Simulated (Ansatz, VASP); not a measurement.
## BeS in VASP and in Ansatz

POSCAR

```
BeS
1.0
    0.0000000000      2.4584102491      2.4584102491
    2.4584102491      0.0000000000      2.4584102491
    2.4584102491      2.4584102491      0.0000000000
Be S
1 1
Direct
    0.0000000000      0.0000000000      0.0000000000
    0.2500000000      0.2500000000      0.2500000000
```

File INCAR.step1:

```
SYSTEM = BeS
PREC = Accurate
ENCUT = 660
ISMEAR = 0
SIGMA = 0.01
LREAL = .False.
LASPH = .True.
NELM = 120
NBANDS = 11
GGA = PE
ALGO = Normal
EDIFF = 1E-5
LWAVE = .True.
LCHARG = .False.
GGA_COMPAT = .False.
```

File INCAR.step2:

```
SYSTEM = BeS
PREC = Accurate
ENCUT = 660
EDIFF = 1E-6
ISMEAR = 0
SIGMA = 0.01
LREAL = .False.
LASPH = .True.
NELM = 120
ALGO = Normal
ISIF = 2
LWAVE = .False.
LCHARG = .False.
METAGGA = R2SCAN
LMIXTAU = .True.
NBANDS = 11
ISTART = 1
GGA_COMPAT = .False.
```

KPOINTS

```
Automatic mesh
0
Gamma
  8 8 8
  0 0 0
```

Input for Ansatz:

```yaml
crystal:
  lattice:
    - [0.0, 2.4584102491, 2.4584102491]
    - [2.4584102491, 0.0, 2.4584102491]
    - [2.4584102491, 2.4584102491, 0.0]
  atoms:
    - { symbol: Be, position: [0.0, 0.0, 0.0] }
    - { symbol: S, position: [0.25, 0.25, 0.25] }
kpoints:
  mp_grid: { grid: [8, 8, 8] }
hamiltonian:
  xc: r2scan
scf:
  occupations: { method: fixed }
  n_extra_bands: 4
output:
  forces: true
  stress: true
  eigenvalues: true
```

Alike in both runs: task single point; functional r2SCAN; k mesh 8 × 8 × 8; no spin polarisation.

```csv
,VASP,Ansatz
version,VASP 6.6.1,Ansatz 0.2.0
potentials or method,"VASP PAW PBE potentials, release 64 (Be, S)","plane waves, PAW"
plane-wave cutoff (eV),660,500
occupations,"gaussian, width 0.01 eV",fixed
valence electrons in the cell,8,8
```

|  | VASP | Ansatz | Ansatz less VASP |
| --- | --- | --- | --- |
| gap on the k mesh at the Fermi level (eV) | 3.66 | 3.65 | -0.009 |
| pressure (GPa) | -2.5 | -2.7 | -0.25 |

VASP's potentials were made for PBE, not for r2SCAN.
